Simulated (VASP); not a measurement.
Here is a VASP 6.6.1 calculation.

File INCAR:

```
PREC     = Accurate       # precision mode
ENCUT    = 520            # plane-wave cutoff, eV
EDIFF    = 1E-6           # SCF threshold, eV
ISMEAR   = 0              # smearing method
SIGMA    = 0.05           # smearing width, eV
LREAL    = False          # projectors in reciprocal space
LASPH    = True           # aspherical terms in the spheres
NELM     = 80             # most SCF steps
ALGO     = Normal         # electronic algorithm
ISIF     = 2              # what is computed and relaxed
LWAVE    = False          # write WAVECAR
LCHARG   = False          # write CHGCAR
GGA      = PE             # functional
IVDW     = 12             # dispersion correction
NBANDS   = 21             # bands
```

KPOINTS

```
regular mesh
0
Gamma
  8 8 8
```

The input POSCAR:

```
PbF2
1.0
    0.0000000000      2.9698500000      2.9253022500
    2.9698500000      0.0000000000      2.9253022500
    2.9698500000      2.9698500000      0.0000000000
Pb F
1 2
Direct
    0.0000000000      0.0000000000      0.0000000000
    0.2500000000      0.2500000000      0.2500000000
    0.7500000000      0.7500000000      0.7500000000
```

Potentials or basis: VASP PAW PBE potentials, release 64 (Pb_d, F).

The run is started by

```sh
$ cat potpaw_PBE.64/Pb_d/POTCAR potpaw_PBE.64/F/POTCAR > POTCAR
$ mpirun -np 1 vasp_std > vasp.out
```

What does it give for the band gap on the k mesh?

4.35 eV, indirect (least direct gap 4.55 eV).

Estimate the pressure.

1.8 GPa.

Predict the dispersion energy per atom.

-0.155 eV.

Stress tensor (GPa, compression positive):
```
1.52 0.00 0.00
0.00 1.52 0.00
0.00 0.00 2.30
```

Caveat: the cell differs from its parent crystal (strain +0.000 along x and y, -0.015 along z); spin-orbit coupling is left out, which moves the levels of the heavy elements. A k mesh can miss the band edges.
